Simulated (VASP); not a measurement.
# Be in VASP: further runs

Be is run at these levels: PBEsol; tasks: single point.

Everything below comes from runs of VASP 6.6.1. Logs are shortened: lines on timing, memory, paths and dates and some standing lists are left out, and cuts for length are marked.

## (1) The cell of the first run

It takes space group P6_3/mmc (No. 194, hexagonal). The conventional cell has a = 2.270 Å, b = 2.270 Å, c = 3.560 Å, α = 90.00°, β = 90.00°, γ = 120.00°. Within 2.9 Å of Be (site symmetry -6m2) lie 12 Be at 2.21 to 2.27 Å.

## (2) Single point, PBEsol (7.94 Å³/atom)

File INCAR:

```
SYSTEM = Be
  ALGO = Fast
  EDIFF = 1E-6
  ENCUT = 520
  GGA = PS
  ISIF = 2
  ISMEAR = -1
  LASPH = .True.
  LCHARG = .False.
  LREAL = .False.
  LWAVE = .False.
  NBANDS = 9
  NELM = 60
  PREC = Accurate
  SIGMA = 0.05
```

File KPOINTS:

```
k-points
0
Gamma
  13 13 8
  0 0 0
```

File POSCAR:

```
Be
1.0
    2.2699619540      0.0000000000      0.0000000000
   -1.1349809770      1.9658447178      0.0000000000
    0.0000000000      0.0000000000      3.5601442416
Be
2
Direct
    0.6666666667      0.3333333333      0.7500000000
    0.3333333333      0.6666666667      0.2500000000
```

Potentials or basis: VASP PAW PBE potentials, release 64 (Be).

On the command line:

```bash
cat potpaw_PBE.64/Be/POTCAR > POTCAR
mpirun -np 1 vasp_std > vasp.out
```

OUTCAR:

```text
SYSTEM = Be
   EDIFF = 1E-6
   ENCUT = 520
   GGA = PS
   ISIF = 2
   ISMEAR = -1
   LASPH = .True.
   LREAL = .False.
   NELM = 60
   PREC = Accurate

 ion  position               nearest neighbor table
   1  0.667  0.333  0.750-   2 2.21   2 2.21   2 2.21   2 2.21   2 2.21   2 2.21
   2  0.333  0.667  0.250-   1 2.21   1 2.21   1 2.21   1 2.21   1 2.21   1 2.21

  LATTYP: Found a hexagonal cell.
 ALAT       =     2.2699619540
 C/A-ratio  =     1.5683717673

  Lattice vectors:

 A1 = (   2.2699619540,   0.0000000000,   0.0000000000)
 A2 = (  -1.1349809770,   1.9658447178,   0.0000000000)
 A3 = (   0.0000000000,   0.0000000000,   3.5601442416)

Analysis of symmetry for initial positions (statically):
=====================================================================
 Subroutine PRICEL returns:
 Original cell was already a primitive cell.

 Routine SETGRP: Setting up the symmetry group for a
 hexagonal supercell.

 Subroutine GETGRP returns: Found 24 space group operations
 (whereof 12 operations were pure point group operations)
 out of a pool of 24 trial point group operations.

The static configuration has the point symmetry D_3d.
 The point group associated with its full space group is D_6h.

Analysis of symmetry for dynamics (positions and initial velocities):
=====================================================================
 Subroutine PRICEL returns:
 Original cell was already a primitive cell.

 Routine SETGRP: Setting up the symmetry group for a
 hexagonal supercell.

 Subroutine GETGRP returns: Found 24 space group operations
 (whereof 12 operations were pure point group operations)
 out of a pool of 24 trial point group operations.

The dynamic configuration has the point symmetry D_3d.
 The point group associated with its full space group is D_6h.

 Subroutine INISYM returns: Found 24 space group operations
 (whereof 12 operations are pure point group operations),
 and found     1 'primitive' translations

----------------------------------------------------------------------------------------

                                     Primitive cell

  volume of cell :      15.8868

  direct lattice vectors                    reciprocal lattice vectors
     2.269961954  0.000000000  0.000000000     0.440536018  0.254343589  0.000000000
    -1.134980977  1.965844718  0.000000000     0.000000000  0.508687177  0.000000000
     0.000000000  0.000000000  3.560144242     0.000000000  0.000000000  0.280887496

  length of vectors
     2.269961954  2.269961954  3.560144242     0.508687177  0.508687177  0.280887496

[... 88 lines left out ...]
   POTIM  = 0.5000    time-step for ionic-motion
   TEBEG  =    0.0;   TEEND  =   0.0 temperature during run
   PSTRESS=    0.0 pullay stress
   NELECT =       4.0000    total number of electrons
   NUPDOWN=      -1.0000    fix difference up-down
   EMIN   =  10.00;   EMAX   =-10.00  energy-range for DOS
   EFERMI =   0.00;   METHOD = LEGACY
   ISMEAR =    -1;   SIGMA  =   0.05  broadening in eV -4-tet -1-fermi 0-gaus
   EFERMI_NEDOS =   21; number of points for ismear=-14 and -15
   IALGO  =     68    algorithm
   IMIX   =      4    mixing-type and parameters
     AMIX     =   0.40;   BMIX     =  1.00
     AMIX_MAG =   1.60;   BMIX_MAG =  1.00
  volume/ion in A,a.u.               =       7.94        53.60
  Fermi-wavevector in a.u.,A,eV,Ry     =   1.033752  1.953508 14.539774  1.068643
  Thomas-Fermi vector in A             =   2.168014
   LORBIT       =      0    0 simple, 1 ext, 2 COOP (PROOUT), +10 PAW based schemes
   GGA     = PS    functional components
   LHFCALC =     F    Hartree Fock is set to
   AEXX    =    0.0000 exact exchange contribution
   IVDW    =     0    specifies the selected vdW correction
   LEPSILON=     F    determine dielectric tensor
   LRPA    =     F    only Hartree local field effects (RPA)
 non-spin polarized calculation
 RMM-DIIS sequential band-by-band and
  energy-cutoff  :      520.00
  volume of cell :       15.89
 maximum number of plane-waves:       446
 NGX is ok and might be reduce to    18
   NGX =  9   NGY =  9   NGZ = 13

 number of electron       4.0000000 magnetization

 Free energy of the ion-electron system (eV)
  ---------------------------------------------------
  ext. energy  EPLUGINS =         0.00000000
  ---------------------------------------------------
  free energy    TOTEN  =        -7.99321604 eV

  energy without entropy =       -7.99216783  energy(sigma->0) =       -7.99269194

 E-fermi :   6.8083     XC(G=0): -10.5925

 val. band max:        6.7354409459   @ k =   0.2308   0.1538   0.0000
 cond. band min:       6.8835021508   @ k =   0.3077   0.1538   0.0000
 fundamental gap:      0.1480612049
 Fermi energy:         6.8083316585

 k-point     1 :       0.0000    0.0000    0.0000
  band No.  band energies     occupation
      1      -4.3407      2.00000
      2       2.5717      2.00000
      3       8.1555      0.00000
      4      22.8320      0.00000
      5      22.8320      0.00000
      6      25.6897      0.00000
      7      25.6897      0.00000
      8      27.9151      0.00000
      9      33.9437      0.00000
[... 265 lines left out ...]
 k-point    24 :       0.1538    0.0000    0.1250
  band No.  band energies     occupation
      1      -3.5283      2.00000
      2       2.6370      2.00000
      3       9.4468      0.00000
      4      18.7627      0.00000
      5      20.4052      0.00000
      6      24.9224      0.00000
      7      25.7521      0.00000
      8      25.8643      0.00000
      9      28.9553      0.00000

 [... further k-points ...]

------------------------ aborting loop because EDIFF is reached ----------------------------------------

  FORCE on cell =-STRESS in cart. coord.  units (eV):
  Direction    XX          YY          ZZ          XY          YZ          ZX
  --------------------------------------------------------------------------------------
  -------------------------------------------------------------------------------------
  Total       -0.1000513     -0.1000513     -0.1447314      0.0000000      0.0000000      0.0000000
  in kB      -10.0901562    -10.0901562    -14.5961358      0.0000000      0.0000000      0.0000000
  external PRESSURE =     -11.5921494 kB  Pullay stress =       0.0000000 kB

 VOLUME and BASIS-vectors are now :
 -----------------------------------------------------------------------------
  energy-cutoff  :      520.00
  volume of cell :       15.89
      direct lattice vectors                 reciprocal lattice vectors
     2.269961954  0.000000000  0.000000000     0.440536018  0.254343589  0.000000000
    -1.134980977  1.965844718  0.000000000     0.000000000  0.508687177  0.000000000
     0.000000000  0.000000000  3.560144242     0.000000000  0.000000000  0.280887496

 POSITION                                       TOTAL-FORCE (eV/Angst)
 -----------------------------------------------------------------------------------
      1.13498      0.65528      2.67011         0.000000     -0.000000      0.000000
     -0.00000      1.31056      0.89004        -0.000000      0.000000      0.000000
 -----------------------------------------------------------------------------------
    total drift:                                0.000000     -0.000000      0.000000

  FREE ENERGIE OF THE ION-ELECTRON SYSTEM (eV)
  ---------------------------------------------------
  free  energy   TOTEN  =        -7.9932160425 eV

  energy  without entropy=       -7.9921678287  energy(sigma->0) =       -7.99269194
```

OSZICAR:

```text
N       E                     dE             d eps       ncg     rms          rms(c)
DAV:   1    -0.316005163055E+01   -0.31601E+01   -0.18622E+03  1890   0.372E+02
DAV:   2    -0.796671943470E+01   -0.48067E+01   -0.46889E+01  2874   0.549E+01
DAV:   3    -0.802562424758E+01   -0.58905E-01   -0.58737E-01  2184   0.391E+00
DAV:   4    -0.802571078883E+01   -0.86541E-04   -0.86537E-04  2343   0.156E-01
DAV:   5    -0.802571084209E+01   -0.53260E-07   -0.53931E-07  2122   0.375E-03    0.124E+00
RMM:   6    -0.800286086193E+01    0.22850E-01   -0.18198E-03  1930   0.466E-01    0.755E-01
RMM:   7    -0.799320676767E+01    0.96541E-02   -0.27809E-03  1969   0.468E-01    0.138E-02
RMM:   8    -0.799321497983E+01   -0.82122E-05   -0.12916E-04  2089   0.109E-01    0.575E-03
RMM:   9    -0.799321667501E+01   -0.16952E-05   -0.68060E-06  2220   0.201E-02    0.225E-03
RMM:  10    -0.799321604251E+01    0.63251E-06   -0.49233E-07  1913   0.608E-03
   1 F= -.79932160E+01 E0= -.79926919E+01  d E =-.104821E-02
```

stdout:

```text
POSCAR found type information on POSCAR Be
 POSCAR found :  1 types and       2 ions
 scaLAPACK will be used
 -----------------------------------------------------------------------------
|                                                                             |
|                                                                             |
|     You enforced a specific xc type in the INCAR file but a different       |
|     I HOPE YOU KNOW WHAT YOU ARE DOING!                                     |
|                                                                             |
 -----------------------------------------------------------------------------

 LDA part: xc-table for (Slater+PW92), standard interpolation
 POSCAR, INCAR and KPOINTS ok, starting setup
 FFT: planning ... GRIDC
 FFT: planning ... GRID_SOFT
 FFT: planning ... GRID
 WAVECAR not read
 entering main loop
```

Wall time 18 s (1 thread of Intel Xeon 8259CL, shared host); peak memory 0.13 GiB.

Results:

```yaml
Free_energy: -7.9932 eV
Pressure: -1.2 GPa
Band_gap_on_the_k_mesh: zero (bands 2 and 3 overlap by 1.62 eV)
```

Levels at points of the mesh, in eV from the Fermi level:
| k point | band 1 | band 2 | band 3 | band 4 | band 5 | band 6 | band 7 |
| --- | --- | --- | --- | --- | --- | --- | --- |
| (0.00, 0.00, 0.00) | -11.15 | -4.24 | 1.35 | 16.02 | 16.02 | 18.88 | 18.88 |
| (0.00, 0.00, 0.50) | -8.98 | -8.98 | 10.96 | 10.96 | 17.68 | 17.68 | 17.68 |

Caveat: the PAW data sets were made with another functional, which shifts forces and pressure a little.

## (3) Single point, PBEsol (8.27 Å³/atom)

This run uses another cell than the first one, of 8.27 Å³/atom.

File INCAR:

```
SYSTEM = Be
ALGO = Normal
EDIFF = 1E-7
ENCUT = 520
GGA = PS
ISIF = 2
ISMEAR = -1
LASPH = .TRUE.
LCHARG = .FALSE.
LREAL = .FALSE.
LWAVE = .FALSE.
NBANDS = 9
NELM = 80
PREC = Accurate
SIGMA = 0.05
```

File KPOINTS:

```
k-points
0
G
  13 13 8
  0 0 0
```

File POSCAR:

```
Be
1.0
    2.3004348782      0.0000000000      0.0000000000
   -1.1502174391      1.9922350443      0.0000000000
    0.0000000000      0.0000000000      3.6079371156
Be
2
Direct
    0.6666666667      0.3333333333      0.7500000000
    0.3333333333      0.6666666667      0.2500000000
```

Potentials or basis: VASP PAW PBE potentials, release 64 (Be).

On the command line:

```bash
cat potpaw_PBE.64/Be/POTCAR > POTCAR
mpirun -np 1 vasp_std > vasp.out
```

Wall time 17 s (1 thread of Intel Xeon 8259CL, shared host); peak memory 0.13 GiB.

The run converged. Its results:

```
Free energy            : -7.9792 eV
Pressure               : -5.7 GPa
Band gap on the k mesh : zero (bands 2 and 3 overlap by 1.60 eV)
```

Stress tensor (GPa, compression positive):
```
-5.29  0.00  0.00
 0.00 -5.29  0.00
 0.00  0.00 -6.40
```

Levels at points of the mesh, in eV from the Fermi level:
| k point | band 1 | band 2 | band 3 | band 4 | band 5 |
| --- | --- | --- | --- | --- | --- |
| (0.00, 0.00, 0.00) | -10.95 | -4.11 | 1.20 | 15.52 | 15.52 |
| (0.00, 0.00, 0.50) | -8.81 | -8.81 | 10.61 | 10.61 | 17.12 |

Caveat: the cell stands under tension; the PAW data sets were made with another functional, which shifts forces and pressure a little.

## (4) Single point, PBEsol (8.43 Å³/atom)

This run uses another cell than the first one, of 8.43 Å³/atom.

File INCAR:

```
PREC = Accurate
ENCUT = 520
EDIFF = 1E-6
ISMEAR = -1
SIGMA = 0.05
LREAL = F
LASPH = T
NELM = 100
ALGO = Normal
ISIF = 2
LWAVE = F
LCHARG = F
GGA = PS
NBANDS = 9
```

File KPOINTS:

```
regular mesh
0
Gamma
  13 13 8
```

File POSCAR:

```
Be
1.0
    2.3153731856      0.0000000000      0.0000000000
   -1.1576865928      2.0051719980      0.0000000000
    0.0000000000      0.0000000000      3.6313659352
Be
2
Direct
    0.6666666667      0.3333333333      0.7500000000
    0.3333333333      0.6666666667      0.2500000000
```

On the command line:

```bash
cat potpaw_PBE.64/Be/POTCAR > POTCAR
mpirun -np 1 vasp_std > vasp.out
```

It took 16 s on 1 thread of Intel Xeon 8259CL, shared host; peak memory 0.13 GiB.

Results (log left out):

```yaml
Free_energy: -7.9657 eV
Pressure: -7.6 GPa
Band_gap_on_the_k_mesh: zero (bands 2 and 3 overlap by 1.59 eV)
```

Stress tensor (GPa, compression positive):
```
-7.16  0.00  0.00
 0.00 -7.16  0.00
 0.00  0.00 -8.56
```

Levels at points of the mesh, in eV from the Fermi level:
| k point | band 1 | band 2 | band 3 | band 4 | band 5 | band 6 | band 7 |
| --- | --- | --- | --- | --- | --- | --- | --- |
| (0.00, 0.00, 0.00) | -10.85 | -4.05 | 1.13 | 15.28 | 15.28 | 18.02 | 18.02 |
| (0.00, 0.00, 0.50) | -8.73 | -8.73 | 10.45 | 10.45 | 16.86 | 16.86 | 16.86 |

Caveat: the cell stands under tension; the PAW data sets were made with another functional, which shifts forces and pressure a little.

## (5) Single point, PBEsol (8.59 Å³/atom)

This run uses another cell than the first one, of 8.59 Å³/atom.

File INCAR:

```
SYSTEM = Be
PREC = Accurate
ENCUT = 520
EDIFF = 1E-6
ISMEAR = -1
SIGMA = 0.05
LREAL = .FALSE.
LASPH = .TRUE.
NELM = 100
ALGO = Normal
ISIF = 2
LWAVE = .FALSE.
LCHARG = .FALSE.
GGA = PS
NBANDS = 9
```

File KPOINTS:

```
Automatic mesh
0
G
  13 13 8
  0 0 0
```

File POSCAR:

```
Be
1.0
    2.3301211831      0.0000000000      0.0000000000
   -1.1650605915      2.0179441385      0.0000000000
    0.0000000000      0.0000000000      3.6544962781
Be
2
Direct
    0.6666666667      0.3333333333      0.7500000000
    0.3333333333      0.6666666667      0.2500000000
```

Potentials or basis: VASP PAW PBE potentials, release 64 (Be).

On the command line:

```bash
cat potpaw_PBE.64/Be/POTCAR > POTCAR
mpirun -np 1 vasp_std > vasp.out
```

OUTCAR:

```text
SYSTEM = Be
   PREC = Accurate
   ENCUT = 520
   EDIFF = 1E-6
   ISMEAR = -1
   LREAL = .FALSE.
   LASPH = .TRUE.
   NELM = 100
   ISIF = 2
   GGA = PS

 ion  position               nearest neighbor table
   1  0.667  0.333  0.750-   2 2.27   2 2.27   2 2.27   2 2.27   2 2.27   2 2.27
   2  0.333  0.667  0.250-   1 2.27   1 2.27   1 2.27   1 2.27   1 2.27   1 2.27

  LATTYP: Found a hexagonal cell.
 ALAT       =     2.3301211831
 C/A-ratio  =     1.5683717674

  Lattice vectors:
[... 467 lines left out ...]
      2       2.2417      2.00000
      3       8.5920      0.00000
      4      17.4110      0.00000
      5      19.0101      0.00000
      6      23.1708      0.00000
      7      24.0165      0.00000
      8      24.0937      0.00000
      9      27.2429      0.00000

 [... further k-points ...]
[... 5 lines left out ...]
  --------------------------------------------------------------------------------------
  -------------------------------------------------------------------------------------
  Total       -0.9512492     -0.9512492     -1.1311359     -0.0000000      0.0000000      0.0000000
  in kB      -88.6930763    -88.6930763   -105.4654462     -0.0000000      0.0000000      0.0000000
  external PRESSURE =     -94.2838663 kB  Pullay stress =       0.0000000 kB

 VOLUME and BASIS-vectors are now :
 -----------------------------------------------------------------------------
  energy-cutoff  :      520.00
  volume of cell :       17.18
      direct lattice vectors                 reciprocal lattice vectors
     2.330121183  0.000000000  0.000000000     0.429162229  0.247776928  0.000000000
    -1.165060592  2.017944138  0.000000000     0.000000000  0.495553856  0.000000000
     0.000000000  0.000000000  3.654496278     0.000000000  0.000000000  0.273635523

 POSITION                                       TOTAL-FORCE (eV/Angst)
 -----------------------------------------------------------------------------------
      1.16506      0.67265      2.74087         0.000000      0.000000      0.000000
     -0.00000      1.34530      0.91362        -0.000000      0.000000      0.000000
 -----------------------------------------------------------------------------------
    total drift:                                0.000000     -0.000000      0.000000

  FREE ENERGIE OF THE ION-ELECTRON SYSTEM (eV)
  ---------------------------------------------------
  free  energy   TOTEN  =        -7.9484088696 eV

  energy  without entropy=       -7.9472432171  energy(sigma->0) =       -7.94782604
```

OSZICAR:

```text
N       E                     dE             d eps       ncg     rms          rms(c)
DAV:   1    -0.346564908336E+01   -0.34656E+01   -0.17383E+03  1898   0.358E+02
DAV:   2    -0.791827982004E+01   -0.44526E+01   -0.43198E+01  2930   0.509E+01
DAV:   3    -0.797562017973E+01   -0.57340E-01   -0.57249E-01  2125   0.387E+00
DAV:   4    -0.797571846419E+01   -0.98284E-04   -0.98280E-04  2398   0.170E-01
DAV:   5    -0.797571851960E+01   -0.55405E-07   -0.55838E-07  2099   0.361E-03    0.115E+00
DAV:   6    -0.795685533736E+01    0.18863E-01   -0.16215E-03  2032   0.350E-01    0.699E-01
DAV:   7    -0.794840878812E+01    0.84465E-02   -0.25889E-03  2050   0.373E-01    0.108E-02
DAV:   8    -0.794840824061E+01    0.54751E-06   -0.14362E-05  2094   0.253E-02    0.460E-03
DAV:   9    -0.794840886956E+01   -0.62895E-06   -0.33227E-07  1814   0.415E-03
   1 F= -.79484089E+01 E0= -.79478260E+01  d E =-.116565E-02
```

It took 16 s on 1 thread of Intel Xeon 8259CL, shared host; peak memory 0.13 GiB.

What came out:

```
Free energy            : -7.9484 eV
Pressure               : -9.4 GPa
Band gap on the k mesh : zero (bands 2 and 3 overlap by 1.58 eV)
```

Levels at points of the mesh, in eV from the Fermi level:
| k point | band 1 | band 2 | band 3 | band 4 | band 5 | band 6 | band 7 |
| --- | --- | --- | --- | --- | --- | --- | --- |
| (0.00, 0.00, 0.00) | -10.75 | -4.00 | 1.06 | 15.05 | 15.05 | 17.75 | 17.75 |
| (0.00, 0.00, 0.50) | -8.65 | -8.65 | 10.29 | 10.29 | 16.60 | 16.60 | 16.60 |

Caveat: the cell stands under tension; the PAW data sets were made with another functional, which shifts forces and pressure a little.

(Part 1 of 2 ends here.)
